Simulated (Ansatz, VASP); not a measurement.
**K2Au in VASP and in Ansatz**

Contents of INCAR:

```
SYSTEM = K2Au
PREC = Accurate
ENCUT = 600
EDIFF = 1E-6
ISMEAR = 0
SIGMA = 0.1
LREAL = .FALSE.
LASPH = .TRUE.
NELM = 80
ALGO = Fast
ISIF = 3
LWAVE = .FALSE.
LCHARG = .FALSE.
GGA = PE
IBRION = 2
NSW = 100
EDIFFG = -0.01
```

Contents of KPOINTS:

```
regular mesh
0
G
  12 12 6
  0 0 0
```

POSCAR

```
K2Au
1.0
    4.7329999000      0.0000000000      0.0000000000
   -2.3665000000      4.0988982000      0.0000000000
    0.0000000000      0.0000000000      8.0583791000
K Au
2 1
Direct
    0.3333333000      0.6666667000      0.2406990000
    0.6666667000      0.3333333000      0.7593010000
    0.0000000000      0.0000000000      0.0000000000
```

Input for Ansatz:

```yaml
crystal:
  lattice:
    - [4.7329999, 0.0, 0.0]
    - [-2.3665, 4.0988982, 0.0]
    - [0.0, 0.0, 8.0583791]
  atoms:
    - { symbol: K, position: [0.3333333, 0.6666667, 0.240699] }
    - { symbol: K, position: [0.6666667, 0.3333333, 0.759301] }
    - { symbol: Au, position: [0.0, 0.0, 0.0] }
basis:
  ecutwfc: 420
kpoints:
  mp_grid: { grid: [12, 12, 6] }
hamiltonian:
  xc: pbe
scf:
  occupations: { method: gaussian, width: 0.1 }
output:
  forces: true
  stress: true
  eigenvalues: true
  write_density: true
  write_potential: true
  elf: true
  volumetric_format: npy
relax:
  adjacent_minimum: "off"
  f_tol: 0.01
  max_steps: 80
  cell: { stress_tol: 0.05 }
```

Alike in both runs: task relaxation of cell and atoms; functional PBE; k mesh 12 × 12 × 6; occupations gaussian, width 0.1 eV; no spin polarisation.

|  | VASP | Ansatz |
| --- | --- | --- |
| version | VASP 6.6.1 | Ansatz 0.2.0 |
| potentials or method | VASP PAW PBE potentials, release 64 (K_sv, Au), cutoff 600 eV | scalar-relativistic, plane waves, PAW |
| valence electrons in the cell | 29 | 37 |

|  | VASP | Ansatz | Ansatz less VASP |
| --- | --- | --- | --- |
| gap on the k mesh at the Fermi level, each at its own relaxed structure (eV) | none | none | - |
| relaxed volume (Å³/atom) | 52.11 | 52.11 | 0.000 |
| relaxed cell length with the largest relative difference (Å) | 4.733 | 4.733 | 0.0000 |

A gap of «none» marks a metal or a gap that the smearing closes. VASP's potentials hold 29 valence electrons a cell and Ansatz's 37, so a difference there can come from the potentials and not from the codes.

Spin-orbit coupling is off throughout. Noted on VASP's run: the relaxation stopped at its first step, so nothing moved.
